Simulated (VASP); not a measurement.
Crystal: Hf5C3.

```
Hf C
1.0
     0.00000    4.11017    4.11017
     4.11017    0.00000    4.11017
     4.11017    4.11017    0.00000
Hf C
5 3
Direct
  0.00000 0.00000 0.00000
  0.62977 0.62977 0.62977
  0.62977 0.62977 0.11069
  0.62977 0.11069 0.62977
  0.11069 0.62977 0.62977
  0.25000 0.25000 0.25000
  0.75000 0.75000 0.75000
  0.50000 0.50000 0.50000
```

The cell was built from a structure type or drawn by symmetry, and may not be a known phase.

```yaml
Program: VASP 6.6.1
Task: relaxation of cell and atoms
Functional: PBE
Potentials_or_basis: VASP PAW PBE potentials, release 64 (Hf_pv, C)
Cutoff: 600 eV
k_mesh: 4 × 4 × 4
Occupations: gaussian, width 0.2 eV
Spin: no spin polarisation
```

At the start: pressure 63.9 GPa; volume 17.36 Å³/atom.

**Question.** Where does the relaxation end?

**Answer.** Over 13 steps the energy falls by 1305.6 meV/atom and the volume is 25.32 Å³/atom (+45.9 %); space group F-43m (No. 216, to 0.1 Å) before and after.

Step by step:
| step | energy change (eV) | largest force (eV/Å) | pressure (GPa) | volume (Å³) |
| --- | --- | --- | --- | --- |
| 1 | 0.0000 | 8.9715 | 63.85 | 138.87 |
| 2 | 3.6716 | 7.6614 | -4.33 | 329.47 |
| 3 | -1.1564 | 9.0948 | -3.74 | 274.01 |
| 4 | -4.6817 | 9.7420 | -1.02 | 236.23 |
| 5 | -7.7216 | 8.6860 | 13.99 | 183.26 |
| 6 | -4.9406 | 2.3984 | -12.72 | 283.31 |
| 7 | -10.2528 | 0.4954 | -4.38 | 215.04 |
| 8 | -10.3122 | 0.9859 | -3.06 | 211.12 |
| 9 | -10.3207 | 1.3004 | -2.22 | 208.84 |
| 10 | -10.4034 | 0.3168 | 2.32 | 197.24 |
| 11 | -10.4386 | 0.3075 | 0.58 | 201.19 |
| 12 | -10.4434 | 0.1492 | -0.28 | 203.27 |
| 13 | -10.4449 | 0.0009 | 0.00 | 202.57 |

Final structure:
```
CELL_PARAMETERS angstrom
0.00000 4.66141 4.66141
4.66141 0.00000 4.66141
4.66141 4.66141 0.00000
ATOMIC_POSITIONS crystal
Hf 0.00000 0.00000 0.00000
Hf 0.62476 0.62476 0.62476
Hf 0.62476 0.62476 0.12571
Hf 0.62476 0.12571 0.62476
Hf 0.12571 0.62476 0.62476
C 0.25000 0.25000 0.25000
C 0.75000 0.75000 0.75000
C 0.50000 0.50000 0.50000
```

Caveat: the volume moved by over 15 % at a fixed basis, so the end points are rough.
